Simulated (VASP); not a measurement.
**Be3I: single point with PBE**

Crystal: Be3I.

```
CELL_PARAMETERS angstrom
-1.73113 1.73113 5.67608
1.73113 -1.73113 5.67608
1.73113 1.73113 -5.67608
ATOMIC_POSITIONS crystal
Be 0.50000 0.50000 0.00000
Be 0.25000 0.75000 0.50000
Be 0.75000 0.25000 0.50000
I 0.00000 0.00000 0.00000
```

- Program: VASP 6.6.1
- Task: single point
- Functional: PBE
- Potentials or basis: VASP PAW PBE potentials, release 64 (Be, I)
- Cutoff: 520 eV
- k mesh: 18 × 18 × 18
- Occupations: gaussian, width 0.1 eV
- Spin: no spin polarisation
- Dipole correction: no
- Further INCAR settings: ALGO = Normal; EDIFF = 1e-06; NBANDS = 14

```
Pressure               : 0.0 GPa
Band gap on the k mesh : zero (an odd number of electrons rules out a gap without spin polarisation)
```

Levels at points of the mesh, in eV from the Fermi level:
```tsv
k point	band 2	band 3	band 4	band 5	band 6	band 7	band 8	band 9	band 10	band 11
(0.00, 0.00, 0.00)	-6.96	-6.05	-4.46	-4.46	0.44	1.44	1.44	2.06	2.23	4.44
(0.50, 0.00, 0.00)	-9.13	-5.88	-4.21	-2.74	-2.22	-0.53	1.36	1.91	3.39	4.59
(0.50, 0.50, 0.00)	-8.20	-8.18	-4.59	-3.39	-1.52	-1.32	-1.06	0.12	0.99	2.47
(0.50, 0.50, 0.50)	-8.23	-4.51	-4.51	-2.74	-1.34	0.85	1.87	1.87	2.26	3.86
```

Wall time 26 min on 1 thread of Intel Xeon 8259CL (shared host), peak memory 0.66 GiB.

Caveat: spin-orbit coupling is left out, which moves the levels of the heavy elements.
